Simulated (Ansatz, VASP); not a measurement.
Two plane-wave programs on WS2

```
W S
1.0
     9.47915  -10.94558    0.00000
   -14.21873   -2.73639    0.00000
     0.00000    0.00000  -16.93947
W S
21 42
Cartesian
  -6.3194 -9.1213 0.0000
  -7.8993 -6.3849 0.0000
  -9.4792 -3.6485 0.0000
  -1.5799 -11.8577 0.0000
  -3.1597 -9.1213 0.0000
  -4.7396 -6.3849 0.0000
  -6.3194 -3.6485 0.0000
  1.5799 -11.8577 0.0000
  0.0000 -9.1213 0.0000
  -1.5799 -6.3849 0.0000
  -3.1597 -3.6485 0.0000
  -4.7396 -0.9121 0.0000
  3.1597 -9.1213 0.0000
  1.5799 -6.3849 0.0000
  0.0000 -3.6485 0.0000
  -1.5799 -0.9121 0.0000
  6.3194 -9.1213 0.0000
  4.7396 -6.3849 0.0000
  3.1597 -3.6485 0.0000
  -12.6389 -3.6485 0.0000
  -4.7396 -11.8577 0.0000
  -4.7396 -10.0334 -1.5760
  -6.3194 -7.2971 -1.5760
  -7.8993 -4.5607 -1.5760
  -9.4792 -1.8243 -1.5760
  -1.5799 -10.0334 -1.5760
  -3.1597 -7.2971 -1.5760
  -4.7396 -4.5607 -1.5760
  -6.3194 -1.8243 -1.5760
  1.5799 -10.0334 -1.5760
  0.0000 -7.2971 -1.5760
  -1.5799 -4.5607 -1.5760
  -3.1597 -1.8243 -1.5760
  4.7396 -10.0334 -1.5760
  3.1597 -7.2971 -1.5760
  1.5799 -4.5607 -1.5760
  0.0000 -1.8243 -1.5760
  7.8993 -10.0334 -1.5760
  -7.8993 -10.0334 -1.5760
  -9.4792 -7.2971 -1.5760
  -11.0590 -4.5607 -1.5760
  -3.1597 -12.7698 -1.5760
  -4.7396 -10.0334 -15.3635
  -6.3194 -7.2971 -15.3635
  -7.8993 -4.5607 -15.3635
  -9.4792 -1.8243 -15.3635
  -1.5799 -10.0334 -15.3635
  -3.1597 -7.2971 -15.3635
  -4.7396 -4.5607 -15.3635
  -6.3194 -1.8243 -15.3635
  1.5799 -10.0334 -15.3635
  0.0000 -7.2971 -15.3635
  -1.5799 -4.5607 -15.3635
  -3.1597 -1.8243 -15.3635
  4.7396 -10.0334 -15.3635
  3.1597 -7.2971 -15.3635
  1.5799 -4.5607 -15.3635
  0.0000 -1.8243 -15.3635
  7.8993 -10.0334 -15.3635
  -7.8993 -10.0334 -15.3635
  -9.4792 -7.2971 -15.3635
  -11.0590 -4.5607 -15.3635
  -3.1597 -12.7698 -15.3635
```

Alike in both runs: task single point; functional PBE; dispersion D3(BJ); k mesh 1 × 1 × 1; occupations gaussian, width 0.01 eV; no spin polarisation.

|  | VASP | Ansatz |
| --- | --- | --- |
| version | VASP 6.6.1 | Ansatz 0.2.0 |
| potentials or method | VASP PAW PBE potentials, release 64 (W_sv, S), cutoff 520 eV | scalar-relativistic, plane waves, PAW |
| valence electrons in the cell | 546 | 546 |

Ansatz gave:

| Item | Value |
| --- | --- |
| gap on the k mesh at the Fermi level (eV) | 1.91 |
| least direct gap on the mesh (eV) | 1.91 |
| rms of the force components (eV/Å) | 0.010 |

Q: Estimate VASP's values.

A: gap on the k mesh at the Fermi level (eV): 1.92; least direct gap on the mesh (eV): 1.92; rms of the force components (eV/Å): 0.012.

Atom by atom the forces differ by 0.002 eV/Å (rms over components).

Neither program's run includes spin-orbit coupling.
